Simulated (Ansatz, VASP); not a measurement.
# BN: VASP beside Ansatz

```xyz
2
Lattice="0.0000 1.8255 1.8255 1.8255 0.0000 1.8255 1.8255 1.8255 0.0000" Properties=species:S:1:pos:R:3 pbc="T T T"
B     0.0000    0.0000    0.0000
N     0.9127    0.9127    0.9127
```

Alike in both runs: task single point; functional PBEsol; k mesh 10 × 10 × 10; no spin polarisation.

```csv
,VASP,Ansatz
version,VASP 6.6.1,Ansatz 0.2.0
potentials or method,"VASP PAW PBE potentials, release 64 (B, N), cutoff 600 eV","scalar-relativistic, plane waves, PAW"
occupations,"gaussian, width 0.01 eV",fixed
valence electrons in the cell,8,8
```

Ansatz gave:

```
gap on the k mesh at the Fermi level (eV) : 4.26
least direct gap on the mesh (eV)         : 8.63
pressure (GPa)                            : -13.5
```

Question: What did VASP give for the same quantities?

Answer: gap on the k mesh at the Fermi level (eV): 4.25; least direct gap on the mesh (eV): 8.62; pressure (GPa): -13.3.

VASP's potentials were made for PBE, not for PBEsol.
